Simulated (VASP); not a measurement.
Write the native input for VASP 6.6.1 that does the following.

```yaml
Task: single point
Functional: PBE
Potentials_or_basis: VASP PAW PBE potentials, release 64 (Nb_sv, C)
Cutoff: 520 eV
k_mesh: 10 × 10 × 4
Occupations: gaussian, width 0.1 eV
Spin: no spin polarisation
Dipole_correction: no
Further_INCAR_settings: ALGO = Normal; EDIFF = 1e-06; NBANDS = 40
```

The structure of Nb3C5 lies in POSCAR:

```
Nb3C5
1.0
    3.0706990154      0.0000000000      0.0000000000
    0.0000000000      3.0706990154      0.0000000000
    0.0000000000      0.0000000000      9.6740219886
Nb C
3 5
Direct
    0.5000000000      0.5000000000      0.2203810685
    0.5000000000      0.5000000000      0.7796189315
    0.0000000000      0.0000000000      0.5000000000
    0.0000000000      0.0000000000      0.1389794458
    0.5000000000      0.5000000000      0.5732964626
    0.5000000000      0.5000000000      0.4267035374
    0.0000000000      0.0000000000      0.8610205542
    0.0000000000      0.0000000000      0.0000000000
```

These files were run (other wordings do the same):

INCAR

```
PREC = Accurate
ENCUT = 520
EDIFF = 1E-6
ISMEAR = 0
SIGMA = 0.1
LREAL = False
LASPH = True
NELM = 80
ALGO = Normal
ISIF = 2
LWAVE = False
LCHARG = False
GGA = PE
NBANDS = 40
```

KPOINTS

```
regular mesh
0
Gamma
  10 10 4
```

Potentials or basis: VASP PAW PBE potentials, release 64 (Nb_sv, C).

The run is started by

```console
$ cat potpaw_PBE.64/Nb_sv/POTCAR potpaw_PBE.64/C/POTCAR > POTCAR
$ mpirun -np 1 vasp_std > vasp.out
```

Results of the run:

The pressure is -0.2 GPa and the largest force is 0.093 eV/Å.

It took 4.9 min on 1 thread of Intel(R) Xeon(R) Platinum 8488C (Sapphire Rapids) (shared host), peak memory 0.3 GiB.
